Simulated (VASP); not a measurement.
## Rb2Nb: single point with PBE

The system is Rb2Nb.

```
Rb Nb
1.0
     4.61381    0.00000    0.00000
    -2.30691    3.99568    0.00000
     0.00000    0.00000    4.98169
Rb Nb
2 1
Direct
  0.33333 0.66667 0.50000
  0.66667 0.33333 0.50000
  0.00000 0.00000 0.00000
```

- Program: VASP 6.6.1
- Task: single point
- Functional: PBE
- Potentials or basis: VASP PAW PBE potentials, release 64 (Rb_sv, Nb_sv)
- Cutoff: 520 eV
- k mesh: 6 × 6 × 4
- Occupations: gaussian, width 0.1 eV
- Spin: no spin polarisation
- Dipole correction: no
- Further INCAR settings: ALGO = Normal; EDIFF = 1e-06; NBANDS = 22

```
Pressure               : 11.9 GPa
Band gap on the k mesh : zero (an odd number of electrons rules out a gap without spin polarisation)
```

Stress tensor (GPa, compression positive):
```
17.30  0.00  0.00
 0.00 17.30  0.00
 0.00  0.00  1.06
```

Levels at points of the mesh, in eV from the Fermi level:
```
           k point  band 13  band 14  band 15  band 16  band 17  band 18  band 19  band 20
(0.00, 0.00, 0.00)    -3.21    -1.12     0.17     0.17     0.20     0.20     3.93     3.93
(0.50, 0.00, 0.00)    -1.48    -0.90    -0.30    -0.16     0.21     0.89     1.12     2.20
(0.00, 0.00, 0.50)    -1.46    -0.39    -0.31    -0.31     0.26     0.26     0.56     3.94
(0.50, 0.00, 0.50)    -1.03    -0.34     0.12     0.13     0.45     0.83     1.05     1.33
```

Wall time 22 s on 1 thread of Intel(R) Xeon(R) 6975P-C (Granite Rapids) (shared host), peak memory 0.23 GiB.

Caveat: the cell stands under pressure.
